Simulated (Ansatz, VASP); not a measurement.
C: VASP beside Ansatz

INCAR

```
ALGO = Normal
EDIFF = 1E-8
ENCUT = 520
GGA = PE
ISIF = 2
ISMEAR = -1
LASPH = T
LCHARG = F
LEFG = T
LREAL = F
LWAVE = F
NBANDS = 11
NELM = 100
PREC = Accurate
SIGMA = 0.05
```

KPOINTS

```
k-points
0
Gamma
  14 14 14
```

POSCAR

```
C
1.0
    1.2280287114      0.7090027071      3.3470114498
   -1.2280287114      0.7090027071      3.3470114498
    0.0000000000     -1.4180054142      3.3470114498
C
2
Direct
    0.8360000000      0.8360000000      0.8360000000
    0.1640000000      0.1640000000      0.1640000000
```

Input for Ansatz:

```yaml
crystal:
  lattice:
    - [1.2280287114, 0.7090027071, 3.3470114498]
    - [-1.2280287114, 0.7090027071, 3.3470114498]
    - [0.0, -1.4180054142, 3.3470114498]
  atoms:
    - { symbol: C, position: [0.836, 0.836, 0.836] }
    - { symbol: C, position: [0.164, 0.164, 0.164] }
kpoints:
  mp_grid: { grid: [14, 14, 14] }
scf:
  occupations: { method: fermi_dirac, width: 0.05 }
hamiltonian:
  xc: pbe
  pseudopotentials: { kind: paw }
output:
  forces: true
  stress: true
  eigenvalues: true
  efg: { contact_densities: true }
  populations: true
```

Change from the starting cell: shortest bond scaled by 1, PAW files.

Alike in both runs: task electric field gradients; functional PBE; k mesh 14 × 14 × 14; occupations fermi-dirac, width 0.05 eV; no spin polarisation.

|  | VASP | Ansatz |
| --- | --- | --- |
| version | VASP 6.6.1 | Ansatz 0.2.0 |
| potentials or method | VASP PAW PBE potentials, release 64 (C) | PAW with Ansatz's default frozen-core files, scalar-relativistic |
| plane-wave cutoff (eV) | 520 | 420 |
| valence electrons in the cell | 8 | 8 |

```csv
,VASP,Ansatz,Ansatz less VASP
pressure (GPa),4.8,4.3,-0.46
"traceless stress, the component that is largest in VASP (GPa)",-1.74,-1.21,+0.535
rms of the force components (eV/Å),0.502,0.504,+0.0017
size of Vzz on the site where it differs most (V/Å²),31.3,23.8,-7.47
```

Atom by atom the forces differ by 0.002 eV/Å (rms over components).
